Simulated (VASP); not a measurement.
Dy3C, 4 atoms in the cell. It takes space group I4/mmm (No. 139, tetragonal). Conventional cell: a = 3.617 Å, b = 3.617 Å, c = 14.705 Å, α = 90.00°, β = 90.00°, γ = 90.00°. Within 3.2 Å of Dy (site symmetry 4mm) lie 1 C at 2.40 Å. Within 3.7 Å of Dy (site symmetry 4/mmm) lie 4 C at 2.56 Å and 12 Dy at 3.51 to 3.62 Å. C (site symmetry 4/mmm) has 6 Dy at 2.40 to 2.56 Å within 3.2 Å. The cell was generated, and may not be a known phase.

- Program: VASP 6.6.1
- Task: single point
- Functional: PBE
- Potentials or basis: VASP PAW PBE potentials, release 64 (Dy_3, C), 4f in core
- Cutoff: 600 eV
- k mesh: 14 × 14 × 14
- Occupations: gaussian, width 0.1 eV
- Spin: no spin polarisation
- Dipole correction: no
- Further INCAR settings: ALGO = Normal; EDIFF = 1e-06; NBANDS = 24

Potentials or basis: VASP PAW PBE potentials, release 64 (Dy_3, C), 4f in core.

Launch:

```sh
$ cat potpaw_PBE.64/Dy_3/POTCAR potpaw_PBE.64/C/POTCAR > POTCAR
$ mpirun -np 1 vasp_std > vasp.out
```

Hardware: 1 thread of Intel(R) Xeon(R) 6975P-C (Granite Rapids), with other jobs on the host.

Q: Estimate the wall time of this run.

A: Wall time 19 min on 1 thread of Intel(R) Xeon(R) 6975P-C (Granite Rapids), with other jobs on the host, peak memory 0.99 GiB. Counts: scf iterations 14, k points 244.
